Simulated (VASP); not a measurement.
Set up this calculation in VASP 6.6.1, as the native input.

- Task: density of states
- Functional: PBE
- Dispersion: D3(BJ)
- Potentials or basis: VASP PAW PBE potentials, release 64 (Hg, Te)
- Cutoff: 520 eV
- k mesh: 12 × 12 × 12
- Occupations: gaussian, width 0.1 eV
- Spin: no spin polarisation
- Dipole correction: no
- k mesh for the DOS: 18 × 18 × 18
- Occupations for the DOS: tetrahedron
- Further INCAR settings: ALGO = Normal; EDIFF = 1e-07

Crystal: HgTe.

```
Hg Te
1.0
     0.00000    3.01984    3.01984
     3.01984    0.00000    3.01984
     3.01984    3.01984    0.00000
Hg Te
1 1
Direct
  0.00000 0.00000 0.00000
  0.50000 0.50000 0.50000
```

One way to write it, as run:

POSCAR

```
HgTe
1.0
    0.0000000000      3.0198426119      3.0198426119
    3.0198426119      0.0000000000      3.0198426119
    3.0198426119      3.0198426119      0.0000000000
Hg Te
1 1
Direct
    0.0000000000      0.0000000000      0.0000000000
    0.5000000000      0.5000000000      0.5000000000
```

INCAR.step1

```
SYSTEM = HgTe
PREC = Accurate
ENCUT = 520
EDIFF = 1E-7
ISMEAR = 0
SIGMA = 0.1
LREAL = .FALSE.
LASPH = .TRUE.
NELM = 100
ALGO = Normal
ISIF = 2
LWAVE = .FALSE.
LCHARG = .TRUE.
GGA = PE
IVDW = 12
NBANDS = 16
```

KPOINTS.step1

```
regular mesh
0
G
  12 12 12
  0 0 0
```

INCAR.step2

```
SYSTEM = HgTe
PREC = Accurate
ENCUT = 520
EDIFF = 1E-7
ISMEAR = -5
SIGMA = 0.1
LREAL = .FALSE.
LASPH = .TRUE.
NELM = 100
ALGO = Normal
ISIF = 2
LWAVE = .FALSE.
LCHARG = .FALSE.
GGA = PE
IVDW = 12
LORBIT = 11
NEDOS = 1001
ICHARG = 11
```

KPOINTS.step2

```
regular mesh
0
G
  18 18 18
  0 0 0
```

Potentials or basis: VASP PAW PBE potentials, release 64 (Hg, Te).

The run is started by

```sh
$ cat potpaw_PBE.64/Hg/POTCAR potpaw_PBE.64/Te/POTCAR > POTCAR
$ cp INCAR.step1 INCAR
$ cp KPOINTS.step1 KPOINTS
$ mpirun -np 1 vasp_std > vasp.out
$ cp INCAR.step2 INCAR
$ cp KPOINTS.step2 KPOINTS
$ mpirun -np 1 vasp_std > vasp.out
```

Results of the run:

```yaml
Valence_electrons_inside_the_program's_atomic_spheres: Hg 10.45; Te 3.33
Dispersion_energy_per_atom: -0.456 eV
```

Caveat: spin-orbit coupling is left out, which moves the levels of the heavy elements.

Run time: 50 s on 1 thread of Intel(R) Xeon(R) Platinum 8488C (Sapphire Rapids), on a shared host, peak memory 0.31 GiB.
